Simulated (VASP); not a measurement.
# InSb (F-43m) in VASP: notebook

The runs below take InSb through single point, with PBE, r2SCAN.

All numbers are computed with VASP 6.6.1; they aren't measurements. Logs are shortened: lines on timing, memory, paths and dates and some standing lists are left out, and cuts for length are marked.

**The experiment to reproduce.**

From “Electronic Structure and Epitaxy of CdTe Shells on InSb Nanowires”, 2021, arxiv:2111.05126, for a bulk crystal of InSb: band gap 0.24 eV.

How close the calculation comes is told below.

**1. The cell of the first run**

The structure is cubic, space group F-43m (No. 216). Conventional cell: a = 6.635 Å, b = 6.635 Å, c = 6.635 Å, α = 90.00°, β = 90.00°, γ = 90.00°. Within 3.8 Å of In (site symmetry -43m) lie 4 Sb at 2.87 Å. Sb (site symmetry -43m) has 4 In at 2.87 Å within 3.8 Å.

**2. Single point, PBE**

INCAR

```
ALGO = Normal
EDIFF = 1E-6
ENCUT = 520
GGA = PE
ISIF = 2
ISMEAR = -1
LASPH = T
LCHARG = F
LREAL = F
LWAVE = F
NBANDS = 16
NELM = 80
PREC = Accurate
SIGMA = 0.1
```

KPOINTS

```
k-points
0
Gamma
  9 9 9
```

POSCAR

```
InSb
1.0
    0.0000000000      3.3176649988      3.3176649988
    3.3176649988      0.0000000000      3.3176649988
    3.3176649988      3.3176649988      0.0000000000
In Sb
1 1
Direct
    0.0000000000      0.0000000000      0.0000000000
    0.2500000000      0.2500000000      0.2500000000
```

Potentials or basis: VASP PAW PBE potentials, release 64 (In_d, Sb).

Command:

```console
> cat potpaw_PBE.64/In_d/POTCAR potpaw_PBE.64/Sb/POTCAR > POTCAR
> mpirun -np 1 vasp_std > vasp.out
```

OUTCAR:

```text
EDIFF = 1E-6
   ENCUT = 520
   GGA = PE
   ISIF = 2
   ISMEAR = -1
   LASPH = T
   LREAL = F
   NELM = 80
   PREC = Accurate

 ion  position               nearest neighbor table
   1  0.000  0.000  0.000-   2 2.87   2 2.87   2 2.87   2 2.87
   2  0.250  0.250  0.250-   1 2.87   1 2.87   1 2.87   1 2.87

  LATTYP: Found a face centered cubic cell.
 ALAT       =     6.6353299976

  Lattice vectors:

 A1 = (   0.0000000000,   3.3176649988,   3.3176649988)
 A2 = (   3.3176649988,   0.0000000000,   3.3176649988)
 A3 = (   3.3176649988,   3.3176649988,   0.0000000000)

Analysis of symmetry for initial positions (statically):
=====================================================================
 Subroutine PRICEL returns:
 Original cell was already a primitive cell.

 Routine SETGRP: Setting up the symmetry group for a
 face centered cubic supercell.

 Subroutine GETGRP returns: Found 24 space group operations
 (whereof 24 operations were pure point group operations)
 out of a pool of 48 trial point group operations.

The static configuration has the point symmetry T_d .

Analysis of symmetry for dynamics (positions and initial velocities):
=====================================================================
 Subroutine PRICEL returns:
 Original cell was already a primitive cell.

 Routine SETGRP: Setting up the symmetry group for a
 face centered cubic supercell.

 Subroutine GETGRP returns: Found 24 space group operations
 (whereof 24 operations were pure point group operations)
 out of a pool of 48 trial point group operations.

The dynamic configuration has the point symmetry T_d .

 Subroutine INISYM returns: Found 24 space group operations
 (whereof 24 operations are pure point group operations),
 and found     1 'primitive' translations

----------------------------------------------------------------------------------------

                                     Primitive cell

  volume of cell :      73.0344

  direct lattice vectors                    reciprocal lattice vectors
     0.000000000  3.317664999  3.317664999    -0.150708405  0.150708405  0.150708405
     3.317664999  0.000000000  3.317664999     0.150708405 -0.150708405  0.150708405
     3.317664999  3.317664999  0.000000000     0.150708405  0.150708405 -0.150708405

  length of vectors
     4.691886837  4.691886837  4.691886837     0.261034614  0.261034614  0.261034614

  position of ions in fractional coordinates (direct lattice)
     0.000000000  0.000000000  0.000000000
     0.250000000  0.250000000  0.250000000

  ion indices of the primitive-cell ions
   primitive index   ion index
                 1           1
                 2           2

----------------------------------------------------------------------------------------

 KPOINTS: k-points

Automatic generation of k-mesh.
 Grid dimensions read from file:
 generate k-points for:    9    9    9

 Generating k-lattice:

  Cartesian coordinates                     Fractional coordinates (reciprocal lattice)
    -0.016745378  0.016745378  0.016745378     0.111111111  0.000000000  0.000000000
     0.016745378 -0.016745378  0.016745378     0.000000000  0.111111111  0.000000000
     0.016745378  0.016745378 -0.016745378     0.000000000  0.000000000  0.111111111

  Length of vectors
     0.029003846  0.029003846  0.029003846

  Shift w.r.t. Gamma in fractional coordinates (k-lattice)
     0.000000000  0.000000000  0.000000000

 Subroutine IBZKPT returns following result:
 ===========================================

 Found     35 irreducible k-points:

 Following reciprocal coordinates:
            Coordinates               Weight
  0.000000  0.000000  0.000000      1.000000
  0.111111  0.000000  0.000000      8.000000
  0.222222  0.000000  0.000000      8.000000
  0.333333  0.000000  0.000000      8.000000
  0.444444  0.000000  0.000000      8.000000
  0.111111  0.111111  0.000000      6.000000
[... 16 lines left out ...]
 -0.333333  0.333333  0.000000     12.000000
  0.444444  0.444444  0.000000      6.000000
 [... further k-points ...]
   k-points           NKPTS =     35   k-points in BZ     NKDIM =     35   number of bands    NBANDS=     16
   number of dos      NEDOS =    301   number of ions     NIONS =      2
   total plane-waves  NPLWV =  46656
   dimension x,y,z NGX =    36 NGY =   36 NGZ =   36
   dimension x,y,z NGXF=    72 NGYF=   72 NGZF=   72
   ions per type =               1   1
   NGX,Y,Z   is equivalent  to a cutoff of  12.76, 12.76, 12.76 a.u.
   NGXF,Y,Z  is equivalent  to a cutoff of  25.51, 25.51, 25.51 a.u.
 SYSTEM =  unknown system
   PREC   = accura    normal or accurate (medium, high low for compatibility)
   ISTART =      0    job   : 0-new  1-cont  2-samecut
   ICHARG =      2    charge: 1-file 2-atom 10-const
   ISPIN  =      1    spin polarized calculation?
   LNONCOLLINEAR =      F non collinear calculations
   LSORBIT =      F    spin-orbit coupling
   LASPH  =      T    aspherical Exc in radial PAW
   ENCUT  =  520.0 eV  38.22 Ry    6.18 a.u.   8.72  8.72  8.72*2*pi/ulx,y,z
   NELM   =     80;   NELMIN=  2; NELMDL= -5     # of ELM steps
   EDIFF  = 0.1E-05   stopping-criterion for ELM
   LREAL  =      F    real-space projection
   EDIFFG = 0.1E-04   stopping-criterion for IOM
   NSW    =      0    number of steps for IOM
   IBRION =     -1    ionic relax: 0-MD 1-quasi-New 2-CG
   NFREE  =      0    steps in history (QN), initial steepest desc. (CG)
   ISIF   =      2    stress and relaxation
   ISYM   =      2    0-nonsym 1-usesym 2-fastsym
   POTIM  = 0.5000    time-step for ionic-motion
   TEBEG  =    0.0;   TEEND  =   0.0 temperature during run
   PSTRESS=    0.0 pullay stress
   NELECT =      18.0000    total number of electrons
   NUPDOWN=      -1.0000    fix difference up-down
   EMIN   =  10.00;   EMAX   =-10.00  energy-range for DOS
   EFERMI =   0.00;   METHOD = LEGACY
   ISMEAR =    -1;   SIGMA  =   0.10  broadening in eV -4-tet -1-fermi 0-gaus
   EFERMI_NEDOS =   21; number of points for ismear=-14 and -15
   IALGO  =     38    algorithm
   IMIX   =      4    mixing-type and parameters
     AMIX     =   0.40;   BMIX     =  1.00
     AMIX_MAG =   1.60;   BMIX_MAG =  1.00
  volume/ion in A,a.u.               =      36.52       246.43
  Fermi-wavevector in a.u.,A,eV,Ry     =   1.026415  1.939644 14.334125  1.053528
  Thomas-Fermi vector in A             =   2.160307
   LORBIT       =      0    0 simple, 1 ext, 2 COOP (PROOUT), +10 PAW based schemes
   GGA     = PE    functional components
[... 5 lines left out ...]
 non-spin polarized calculation
  energy-cutoff  :      520.00
  volume of cell :       73.03
 maximum number of plane-waves:      1989
   NGX = 17   NGY = 17   NGZ = 17

 number of electron      18.0000008 magnetization

 Free energy of the ion-electron system (eV)
  ---------------------------------------------------
  ext. energy  EPLUGINS =         0.00000000
  ---------------------------------------------------
  free energy    TOTEN  =        -6.95210162 eV

  energy without entropy =       -6.94940880  energy(sigma->0) =       -6.95075521

 E-fermi :   4.5408     XC(G=0):  -8.3826

 val. band max:        4.3784765585   @ k =   0.0000   0.0000   0.0000
 cond. band min:       4.8147522933   @ k =   0.4444   0.0000   0.0000
 fundamental gap:      0.4362757348
 Fermi energy:         4.5408230006

 k-point     1 :       0.0000    0.0000    0.0000
  band No.  band energies     occupation
      1     -10.0897      2.00000
      2     -10.0897      2.00000
      3     -10.0897      2.00000
      4     -10.0230      2.00000
      5     -10.0230      2.00000
      6      -5.9072      2.00000
[... 8 lines left out ...]
     15      12.5144      0.00000
     16      12.5144      0.00000

 k-point     2 :       0.1111    0.0000    0.0000
  band No.  band energies     occupation
      1     -10.0939      2.00000
      2     -10.0878      2.00000
      3     -10.0878      2.00000
      4     -10.0231      2.00000
      5     -10.0231      2.00000
      6      -5.8066      2.00000
[... 8 lines left out ...]
     15      11.8870      0.00000
     16      11.8870      0.00000

 k-point     3 :       0.2222    0.0000    0.0000
  band No.  band energies     occupation
      1     -10.1042      2.00000
      2     -10.0831      2.00000
      3     -10.0831      2.00000
      4     -10.0230      2.00000
      5     -10.0230      2.00000
      6      -5.5211      2.00000
[... 8 lines left out ...]
     15      11.5740      0.00000
     16      11.5740      0.00000

 k-point     4 :       0.3333    0.0000    0.0000
  band No.  band energies     occupation
      1     -10.1159      2.00000
      2     -10.0784      2.00000
      3     -10.0784      2.00000
      4     -10.0224      2.00000
      5     -10.0224      2.00000
      6      -5.1166      2.00000
[... 8 lines left out ...]
     15      12.0133      0.00000
     16      12.0133      0.00000

 k-point     5 :       0.4444    0.0000    0.0000
  band No.  band energies     occupation
      1     -10.1234      2.00000
      2     -10.0757      2.00000
      3     -10.0757      2.00000
      4     -10.0216      2.00000
      5     -10.0216      2.00000
      6      -4.7705      2.00000
[... 8 lines left out ...]
     15      13.0309      0.00000
     16      13.0309      0.00000

 k-point     6 :       0.1111    0.1111    0.0000
  band No.  band energies     occupation
      1     -10.0974      2.00000
      2     -10.0859      2.00000
      3     -10.0859      2.00000
      4     -10.0243      2.00000
      5     -10.0221      2.00000
      6      -5.7728      2.00000
[... 8 lines left out ...]
     15      11.1358      0.00000
     16      12.6370      0.00000

 k-point     7 :       0.2222    0.1111    0.0000
  band No.  band energies     occupation
      1     -10.1064      2.00000
      2     -10.0820      2.00000
      3     -10.0812      2.00000
      4     -10.0254      2.00000
      5     -10.0214      2.00000
      6      -5.5474      2.00000
[... 8 lines left out ...]
     15      11.7455      0.00000
     16      12.3682      0.00000

 k-point     8 :       0.3333    0.1111    0.0000
  band No.  band energies     occupation
      1     -10.1167      2.00000
      2     -10.0779      2.00000
      3     -10.0762      2.00000
      4     -10.0255      2.00000
      5     -10.0208      2.00000
      6      -5.1757      2.00000
[... 8 lines left out ...]
     15      12.0158      0.00000
     16      12.5862      0.00000

 k-point     9 :       0.4444    0.1111    0.0000
  band No.  band energies     occupation
      1     -10.1246      2.00000
      2     -10.0749      2.00000
      3     -10.0733      2.00000
      4     -10.0242      2.00000
      5     -10.0207      2.00000
      6      -4.7877      2.00000
[... 8 lines left out ...]
     15      12.7815      0.00000
     16      13.3885      0.00000
[... 172 lines left out ...]
 k-point    19 :      -0.2222    0.2222    0.0000
  band No.  band energies     occupation
      1     -10.1210      2.00000
      2     -10.0755      2.00000
      3     -10.0740      2.00000
      4     -10.0247      2.00000
      5     -10.0222      2.00000
      6      -4.9667      2.00000
[... 8 lines left out ...]
     15      12.6447      0.00000
     16      13.4286      0.00000

 k-point    20 :       0.3333    0.3333    0.0000
  band No.  band energies     occupation
      1     -10.1361      2.00000
      2     -10.0648      2.00000
      3     -10.0648      2.00000
      4     -10.0330      2.00000
      5     -10.0175      2.00000
      6      -4.8180      2.00000
[... 8 lines left out ...]
     15      13.5897      0.00000
     16      14.2516      0.00000

 k-point    21 :       0.4444    0.3333    0.0000
  band No.  band energies     occupation
      1     -10.1420      2.00000
      2     -10.0621      2.00000
      3     -10.0612      2.00000
      4     -10.0338      2.00000
      5     -10.0171      2.00000
      6      -4.4972      2.00000
[... 8 lines left out ...]
     15      14.0748      0.00000
     16      14.1987      0.00000

 k-point    22 :      -0.4444    0.3333    0.0000
  band No.  band energies     occupation
      1     -10.1416      2.00000
      2     -10.0636      2.00000
      3     -10.0610      2.00000
      4     -10.0317      2.00000
      5     -10.0186      2.00000
      6      -4.2744      2.00000
[... 8 lines left out ...]
     15      13.1444      0.00000
     16      14.7546      0.00000

 k-point    23 :      -0.3333    0.3333    0.0000
  band No.  band energies     occupation
      1     -10.1362      2.00000
      2     -10.0674      2.00000
      3     -10.0643      2.00000
      4     -10.0279      2.00000
      5     -10.0213      2.00000
      6      -4.3292      2.00000
[... 8 lines left out ...]
     15      12.0690      0.00000
     16      15.1260      0.00000

 k-point    24 :       0.4444    0.4444    0.0000
  band No.  band energies     occupation
      1     -10.1487      2.00000
      2     -10.0574      2.00000
      3     -10.0574      2.00000
      4     -10.0364      2.00000
      5     -10.0159      2.00000
      6      -4.2841      2.00000
[... 8 lines left out ...]
     15      14.2724      0.00000
     16      14.6342      0.00000

 [... further k-points ...]
[... 5 lines left out ...]
  --------------------------------------------------------------------------------------
  -------------------------------------------------------------------------------------
  Total       -0.0087347     -0.0087347     -0.0087347     -0.0000000      0.0000000     -0.0000000
  in kB       -0.1916150     -0.1916150     -0.1916150     -0.0000000      0.0000000     -0.0000000
  external PRESSURE =      -0.1916150 kB  Pullay stress =       0.0000000 kB

 VOLUME and BASIS-vectors are now :
 -----------------------------------------------------------------------------
  energy-cutoff  :      520.00
  volume of cell :       73.03
      direct lattice vectors                 reciprocal lattice vectors
     0.000000000  3.317664999  3.317664999    -0.150708405  0.150708405  0.150708405
     3.317664999  0.000000000  3.317664999     0.150708405 -0.150708405  0.150708405
     3.317664999  3.317664999  0.000000000     0.150708405  0.150708405 -0.150708405

 POSITION                                       TOTAL-FORCE (eV/Angst)
 -----------------------------------------------------------------------------------
      0.00000      0.00000      0.00000         0.000000      0.000000      0.000000
      1.65883      1.65883      1.65883        -0.000000     -0.000000     -0.000000
 -----------------------------------------------------------------------------------
    total drift:                               -0.000000     -0.000000     -0.000000

  FREE ENERGIE OF THE ION-ELECTRON SYSTEM (eV)
  ---------------------------------------------------
  free  energy   TOTEN  =        -6.9521016237 eV

  energy  without entropy=       -6.9494087959  energy(sigma->0) =       -6.95075521
```

Run time: 82 s. Hardware: 1 thread of AMD EPYC 7R13, shared host; peak memory 0.19 GiB.

Results:

| Quantity | Value |
| --- | --- |
| Free energy | -6.9521 eV |
| Pressure | 0.0 GPa |
| Band gap on the k mesh | zero (filled and empty bands touch) |

Caveat: spin-orbit coupling is left out, which moves the levels of the heavy elements.

[end of part 1 of 3]
